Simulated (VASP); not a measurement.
# InSb (I-4m2) in VASP: a series of runs

InSb is run at these levels: PBE; tasks: single point.

Everything below comes from runs of VASP 6.6.1. Logs are shortened: lines on timing, memory, paths and dates and some standing lists are left out, and cuts for length are marked.

## 1. The cell of the first run

It takes space group I-4m2 (No. 119, tetragonal). The conventional cell has a = 5.916 Å, b = 5.916 Å, c = 3.106 Å, α = 90.00°, β = 90.00°, γ = 90.00°. Within 4.0 Å of In (site symmetry -4m2) lie 8 Sb at 3.06 to 3.77 Å and 2 In at 3.11 Å. Sb (site symmetry -4m2) has 8 In at 3.06 to 3.77 Å and 2 Sb at 3.11 Å within 4.0 Å.

## 2. Single point, PBE

INCAR

```
ALGO     = Normal         # electronic algorithm
EDIFF    = 1E-7           # SCF threshold, eV
ENCUT    = 520            # plane-wave cutoff, eV
GGA      = PE             # functional
ISIF     = 2              # what is computed and relaxed
ISMEAR   = 0              # smearing method
LASPH    = True           # aspherical terms in the spheres
LCHARG   = False          # write CHGCAR
LREAL    = False          # projectors in reciprocal space
LWAVE    = False          # write WAVECAR
NBANDS   = 16             # bands
NELM     = 100            # most SCF steps
PREC     = Accurate       # precision mode
SIGMA    = 0.15           # smearing width, eV
```

KPOINTS

```
k-points
0
Gamma
  16 16 16
```

POSCAR

```
InSb
1.0
   -2.9581623212      2.9581623212      1.5530500000
    2.9581623212     -2.9581623212      1.5530500000
    2.9581623212      2.9581623212     -1.5530500000
In Sb
1 1
Direct
    0.2500000000      0.7500000000      0.5000000000
    0.0000000000      0.0000000000      0.0000000000
```

Potentials or basis: VASP PAW PBE potentials, release 64 (In_d, Sb).

On the command line:

```sh
cat potpaw_PBE.64/In_d/POTCAR potpaw_PBE.64/Sb/POTCAR > POTCAR
mpirun -np 1 vasp_std > vasp.out
```

OUTCAR:

```text
EDIFF = 1E-7
   ENCUT = 520
   GGA = PE
   ISIF = 2
   ISMEAR = 0
   LASPH = True
   LREAL = False
   NELM = 100
   PREC = Accurate

 ion  position               nearest neighbor table
   1  0.250  0.750  0.500-   2 3.06   2 3.06   2 3.06   2 3.06   2 3.77   2 3.77   2 3.77   2 3.77

   2  0.000  0.000  0.000-   1 3.06   1 3.06   1 3.06   1 3.06   1 3.77   1 3.77   1 3.77   1 3.77

  LATTYP: Found a body centered tetragonal cell.
 ALAT       =     5.9163246424
 C/A-ratio  =     0.5250049968

  Lattice vectors:

 A1 = (  -2.9581623212,   2.9581623212,   1.5530500000)
 A2 = (   2.9581623212,  -2.9581623212,   1.5530500000)
 A3 = (   2.9581623212,   2.9581623212,  -1.5530500000)

Analysis of symmetry for initial positions (statically):
=====================================================================
 Subroutine PRICEL returns:
 Original cell was already a primitive cell.

 Routine SETGRP: Setting up the symmetry group for a
 body centered tetragonal supercell.

 Subroutine GETGRP returns: Found  8 space group operations
 (whereof  8 operations were pure point group operations)
 out of a pool of 16 trial point group operations.

The static configuration has the point symmetry D_2d.

Analysis of symmetry for dynamics (positions and initial velocities):
=====================================================================
 Subroutine PRICEL returns:
 Original cell was already a primitive cell.

 Routine SETGRP: Setting up the symmetry group for a
 body centered tetragonal supercell.

 Subroutine GETGRP returns: Found  8 space group operations
 (whereof  8 operations were pure point group operations)
 out of a pool of 16 trial point group operations.

The dynamic configuration has the point symmetry D_2d.

 Subroutine INISYM returns: Found  8 space group operations
 (whereof  8 operations are pure point group operations),
 and found     1 'primitive' translations

----------------------------------------------------------------------------------------

                                     Primitive cell

  volume of cell :      54.3612

  direct lattice vectors                    reciprocal lattice vectors
    -2.958162321  2.958162321  1.553050000     0.000000000  0.169023855  0.321947136
     2.958162321 -2.958162321  1.553050000     0.169023855  0.000000000  0.321947136
     2.958162321  2.958162321 -1.553050000     0.169023855  0.169023855  0.000000000

  length of vectors
     4.462444727  4.462444727  4.462444727     0.363619337  0.363619337  0.239035828

  position of ions in fractional coordinates (direct lattice)
     0.250000000  0.750000000  0.500000000
     0.000000000  0.000000000  0.000000000

  ion indices of the primitive-cell ions
   primitive index   ion index
                 1           1
                 2           2

----------------------------------------------------------------------------------------

 KPOINTS: k-points

Automatic generation of k-mesh.
 Grid dimensions read from file:
 generate k-points for:   16   16   16

 Generating k-lattice:

  Cartesian coordinates                     Fractional coordinates (reciprocal lattice)
     0.000000000  0.010563991  0.020121696     0.062500000  0.000000000  0.000000000
     0.010563991  0.000000000  0.020121696     0.000000000  0.062500000  0.000000000
     0.010563991  0.010563991  0.000000000     0.000000000  0.000000000  0.062500000

  Length of vectors
     0.022726209  0.022726209  0.014939739

  Shift w.r.t. Gamma in fractional coordinates (k-lattice)
     0.000000000  0.000000000  0.000000000

 Subroutine IBZKPT returns following result:
 ===========================================

 Found    349 irreducible k-points:

 Following reciprocal coordinates:
            Coordinates               Weight
  0.000000  0.000000  0.000000      1.000000
  0.062500  0.000000 -0.000000      8.000000
  0.125000  0.000000 -0.000000      8.000000
  0.187500  0.000000 -0.000000      8.000000
  0.250000  0.000000 -0.000000      8.000000
  0.312500  0.000000 -0.000000      8.000000
[... 16 lines left out ...]
 -0.125000  0.062500  0.000000     16.000000
 -0.062500  0.062500  0.000000      4.000000
 [... further k-points ...]
   k-points           NKPTS =    349   k-points in BZ     NKDIM =    349   number of bands    NBANDS=     16
   number of dos      NEDOS =    301   number of ions     NIONS =      2
   total plane-waves  NPLWV =  46656
   dimension x,y,z NGX =    36 NGY =   36 NGZ =   36
   dimension x,y,z NGXF=    72 NGYF=   72 NGZF=   72
   ions per type =               1   1
   NGX,Y,Z   is equivalent  to a cutoff of  13.41, 13.41, 13.41 a.u.
   NGXF,Y,Z  is equivalent  to a cutoff of  26.82, 26.82, 26.82 a.u.
 SYSTEM =  unknown system
   PREC   = accura    normal or accurate (medium, high low for compatibility)
   ISTART =      0    job   : 0-new  1-cont  2-samecut
   ICHARG =      2    charge: 1-file 2-atom 10-const
   ISPIN  =      1    spin polarized calculation?
   LNONCOLLINEAR =      F non collinear calculations
   LSORBIT =      F    spin-orbit coupling
   LASPH  =      T    aspherical Exc in radial PAW
   ENCUT  =  520.0 eV  38.22 Ry    6.18 a.u.   8.30  8.30  8.30*2*pi/ulx,y,z
   NELM   =    100;   NELMIN=  2; NELMDL= -5     # of ELM steps
   EDIFF  = 0.1E-06   stopping-criterion for ELM
   LREAL  =      F    real-space projection
   EDIFFG = 0.1E-05   stopping-criterion for IOM
   NSW    =      0    number of steps for IOM
   IBRION =     -1    ionic relax: 0-MD 1-quasi-New 2-CG
   NFREE  =      0    steps in history (QN), initial steepest desc. (CG)
   ISIF   =      2    stress and relaxation
   ISYM   =      2    0-nonsym 1-usesym 2-fastsym
   POTIM  = 0.5000    time-step for ionic-motion
   TEBEG  =    0.0;   TEEND  =   0.0 temperature during run
   PSTRESS=    0.0 pullay stress
   NELECT =      18.0000    total number of electrons
   NUPDOWN=      -1.0000    fix difference up-down
   EMIN   =  10.00;   EMAX   =-10.00  energy-range for DOS
   EFERMI =   0.00;   METHOD = LEGACY
   ISMEAR =     0;   SIGMA  =   0.15  broadening in eV -4-tet -1-fermi 0-gaus
   EFERMI_NEDOS =   21; number of points for ismear=-14 and -15
   IALGO  =     38    algorithm
   IMIX   =      4    mixing-type and parameters
     AMIX     =   0.40;   BMIX     =  1.00
     AMIX_MAG =   1.60;   BMIX_MAG =  1.00
  volume/ion in A,a.u.               =      27.18       183.42
  Fermi-wavevector in a.u.,A,eV,Ry     =   1.132581  2.140267 17.452727  1.282739
  Thomas-Fermi vector in A             =   2.269282
   LORBIT       =      0    0 simple, 1 ext, 2 COOP (PROOUT), +10 PAW based schemes
   GGA     = PE    functional components
   LHFCALC =     F    Hartree Fock is set to
   AEXX    =    0.0000 exact exchange contribution
   IVDW    =     0    specifies the selected vdW correction
   LEPSILON=     F    determine dielectric tensor
   LRPA    =     F    only Hartree local field effects (RPA)
 non-spin polarized calculation
 Gauss-broadening in eV      SIGMA  =   0.15
  energy-cutoff  :      520.00
  volume of cell :       54.36
 maximum number of plane-waves:      1493
 NGX is ok and might be reduce to    36
   NGX = 17   NGY = 17   NGZ = 17

 number of electron      18.0000001 magnetization

 Free energy of the ion-electron system (eV)
  ---------------------------------------------------
  ext. energy  EPLUGINS =         0.00000000
  ---------------------------------------------------
  free energy    TOTEN  =        -6.67735447 eV

  energy without entropy =       -6.66906151  energy(sigma->0) =       -6.67320799

 E-fermi :   7.5715     XC(G=0): -10.0536

 val. band max:        7.5674976646   @ k =  -0.3125   0.1250   0.0625
 cond. band min:       7.5892927562   @ k =   0.3125   0.1250  -0.0000
 fundamental gap:      0.0217950915
 Fermi energy:         7.5715224661

 k-point     1 :       0.0000    0.0000    0.0000
  band No.  band energies     occupation
      1      -7.3060      2.00000
      2      -7.0043      2.00000
      3      -7.0027      2.00000
      4      -6.8811      2.00000
      5      -6.8811      2.00000
      6      -3.9940      2.00000
[... 8 lines left out ...]
     15      17.2191      0.00000
     16      17.8085      0.00000

 k-point     2 :       0.0625    0.0000   -0.0000
  band No.  band energies     occupation
      1      -7.2864      2.00000
      2      -7.0045      2.00000
      3      -7.0006      2.00000
      4      -6.8896      2.00000
      5      -6.8896      2.00000
      6      -3.9180      2.00000
[... 8 lines left out ...]
     15      17.2542      0.00000
     16      17.7247      0.00000

 k-point     3 :       0.1250    0.0000   -0.0000
  band No.  band energies     occupation
      1      -7.2307      2.00000
      2      -7.0049      2.00000
      3      -6.9945      2.00000
      4      -6.9140      2.00000
      5      -6.9137      2.00000
      6      -3.6902      2.00000
[... 8 lines left out ...]
     15      16.6118      0.00000
     16      16.6443      0.00000

 k-point     4 :       0.1875    0.0000   -0.0000
  band No.  band energies     occupation
      1      -7.1470      2.00000
      2      -7.0059      2.00000
      3      -6.9865      2.00000
      4      -6.9500      2.00000
      5      -6.9484      2.00000
      6      -3.3122      2.00000
[... 8 lines left out ...]
     15      15.7729      0.00000
     16      16.0235      0.00000
[... 324 lines left out ...]
 k-point    22 :      -0.1875    0.0625    0.0000
  band No.  band energies     occupation
      1      -7.2294      2.00000
      2      -7.0088      2.00000
      3      -6.9921      2.00000
      4      -6.9142      2.00000
      5      -6.9127      2.00000
      6      -3.6087      2.00000
[... 8 lines left out ...]
     15      16.6436      0.00000
     16      17.0408      0.00000

 k-point    23 :      -0.1250    0.0625    0.0000
  band No.  band energies     occupation
      1      -7.2856      2.00000
      2      -7.0071      2.00000
      3      -6.9987      2.00000
      4      -6.8898      2.00000
      5      -6.8888      2.00000
      6      -3.8633      2.00000
[... 8 lines left out ...]
     15      17.3775      0.00000
     16      17.7581      0.00000

 k-point    24 :      -0.0625    0.0625    0.0000
  band No.  band energies     occupation
      1      -7.3055      2.00000
      2      -7.0057      2.00000
      3      -7.0017      2.00000
      4      -6.8812      2.00000
      5      -6.8807      2.00000
      6      -3.9666      2.00000
[... 8 lines left out ...]
     15      17.2232      0.00000
     16      17.7498      0.00000

 [... further k-points ...]
[... 5 lines left out ...]
  --------------------------------------------------------------------------------------
  -------------------------------------------------------------------------------------
  Total        0.4541643      0.4541643      1.2993461      0.0000000      0.0000000      0.0000000
  in kB       13.3854853     13.3854853     38.2953458      0.0000000      0.0000000      0.0000000
  external PRESSURE =      21.6887721 kB  Pullay stress =       0.0000000 kB

 VOLUME and BASIS-vectors are now :
 -----------------------------------------------------------------------------
  energy-cutoff  :      520.00
  volume of cell :       54.36
      direct lattice vectors                 reciprocal lattice vectors
    -2.958162321  2.958162321  1.553050000     0.000000000  0.169023855  0.321947136
     2.958162321 -2.958162321  1.553050000     0.169023855  0.000000000  0.321947136
     2.958162321  2.958162321 -1.553050000     0.169023855  0.169023855  0.000000000

 POSITION                                       TOTAL-FORCE (eV/Angst)
 -----------------------------------------------------------------------------------
      2.95816     -0.00000      0.77653        -0.000000     -0.000000     -0.000000
      0.00000      0.00000      0.00000         0.000000      0.000000      0.000000
 -----------------------------------------------------------------------------------
    total drift:                               -0.000000      0.000000      0.000000

  FREE ENERGIE OF THE ION-ELECTRON SYSTEM (eV)
  ---------------------------------------------------
  free  energy   TOTEN  =        -6.6773544662 eV

  energy  without entropy=       -6.6690615115  energy(sigma->0) =       -6.67320799
```

Wall time 5.7 min (1 thread of Intel Xeon 6975P-C, shared host); peak memory 0.45 GiB.

What came out:

- Free energy: -6.6774 eV
- Pressure: 2.2 GPa
- Band gap on the k mesh: zero (band 9 reaches 9.11 eV, above the bottom of band 10 at 4.98 eV)

Levels at points of the mesh, in eV from the Fermi level:
| k point | band 5 | band 6 | band 7 | band 8 | band 9 | band 10 | band 11 | band 12 | band 13 | band 14 |
| --- | --- | --- | --- | --- | --- | --- | --- | --- | --- | --- |
| (0.00, 0.00, 0.00) | -14.45 | -11.57 | -3.56 | -2.25 | -2.25 | 3.09 | 5.39 | 6.22 | 6.22 | 8.87 |
| (0.50, 0.00, 0.00) | -14.35 | -7.87 | -4.97 | -2.19 | -1.26 | -1.12 | 2.56 | 2.98 | 4.96 | 7.24 |
| (0.50, 0.50, 0.00) | -14.44 | -10.50 | -7.59 | -0.60 | 1.40 | 1.61 | 1.61 | 4.87 | 8.31 | 9.00 |
| (0.50, 0.50, 0.50) | -14.44 | -9.56 | -5.67 | -4.81 | -4.81 | 4.44 | 6.51 | 8.75 | 8.75 | 12.35 |

Caveat: spin-orbit coupling is left out, which moves the levels of the heavy elements.

## 3. Single point, PBE

This run uses another cell than the first one, of 27.38 Å³/atom, 1.007 times its volume.

INCAR

```
PREC     = Accurate       # precision mode
ENCUT    = 520            # plane-wave cutoff, eV
EDIFF    = 1E-7           # SCF threshold, eV
ISMEAR   = 0              # smearing method
SIGMA    = 0.15           # smearing width, eV
LREAL    = False          # projectors in reciprocal space
LASPH    = True           # aspherical terms in the spheres
NELM     = 60             # most SCF steps
ALGO     = Normal         # electronic algorithm
ISIF     = 2              # what is computed and relaxed
LWAVE    = False          # write WAVECAR
LCHARG   = False          # write CHGCAR
GGA      = PE             # functional
NBANDS   = 16             # bands
```

KPOINTS

```
regular mesh
0
Gamma
  16 16 16
```

POSCAR

```
InSb
1.0
   -2.9088500000      2.9088500000      1.6177544584
    2.9088500000     -2.9088500000      1.6177544584
    2.9088500000      2.9088500000     -1.6177544584
In Sb
1 1
Direct
    0.2500000000      0.7500000000      0.5000000000
    0.0000000000      0.0000000000      0.0000000000
```

Potentials or basis: VASP PAW PBE potentials, release 64 (In_d, Sb).

On the command line:

```sh
cat potpaw_PBE.64/In_d/POTCAR potpaw_PBE.64/Sb/POTCAR > POTCAR
mpirun -np 1 vasp_std > vasp.out
```

Wall time 4.7 min (1 thread of Intel Xeon 6975P-C, shared host); peak memory 0.46 GiB.

It converged, with:

```yaml
Free_energy: -6.6867 eV
Pressure: 1.8 GPa
Band_gap_on_the_k_mesh: zero (band 9 reaches 9.27 eV, above the bottom of band 10 at 4.77 eV)
```

Stress tensor (GPa, compression positive):
```
2.19 0.00 0.00
0.00 2.19 0.00
0.00 0.00 0.96
```

Levels at points of the mesh, in eV from the Fermi level:
| k point | band 7 | band 8 | band 9 | band 10 | band 11 | band 12 |
| --- | --- | --- | --- | --- | --- | --- |
| (0.00, 0.00, 0.00) | -3.08 | -2.05 | -2.05 | 3.27 | 4.50 | 6.63 |
| (0.50, 0.00, 0.00) | -5.06 | -2.17 | -1.38 | -1.23 | 2.45 | 3.03 |
| (0.50, 0.50, 0.00) | -7.51 | -0.35 | 1.75 | 1.83 | 2.06 | 4.00 |
| (0.50, 0.50, 0.50) | -5.45 | -4.75 | -4.75 | 3.42 | 5.42 | 9.35 |

Caveat: spin-orbit coupling is left out, which moves the levels of the heavy elements.
